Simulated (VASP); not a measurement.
Here is a VASP 6.6.1 calculation.

The input INCAR:

```
ALGO = Normal
EDIFF = 1E-6
ENCUT = 520
GGA = PE
ISIF = 2
ISMEAR = -1
LASPH = True
LCHARG = False
LREAL = False
LWAVE = False
NBANDS = 21
NELM = 100
PREC = Accurate
SIGMA = 0.1
```

KPOINTS

```
k-points
0
Gamma
  15 15 15
```

POSCAR

```
Ge
1.0
    0.0000000000      2.1349718765      2.1349718765
    2.1349718765      0.0000000000      2.1349718765
    2.1349718765      2.1349718765      0.0000000000
Ge
2
Direct
   -0.1250000000     -0.1250000000     -0.1250000000
    0.1250000000      0.1250000000      0.1250000000
```

Potentials or basis: VASP PAW PBE potentials, release 64 (Ge_d).

The run is started by

```console
$ cat potpaw_PBE.64/Ge_d/POTCAR > POTCAR
$ mpirun -np 1 vasp_std > vasp.out
```

Task: Predict the band gap on the k mesh.

Result: Zero (band 14 reaches 18.58 eV, above the bottom of band 15 at 16.56 eV).

Task: What does it give for the pressure?

Result: 414.7 GPa.
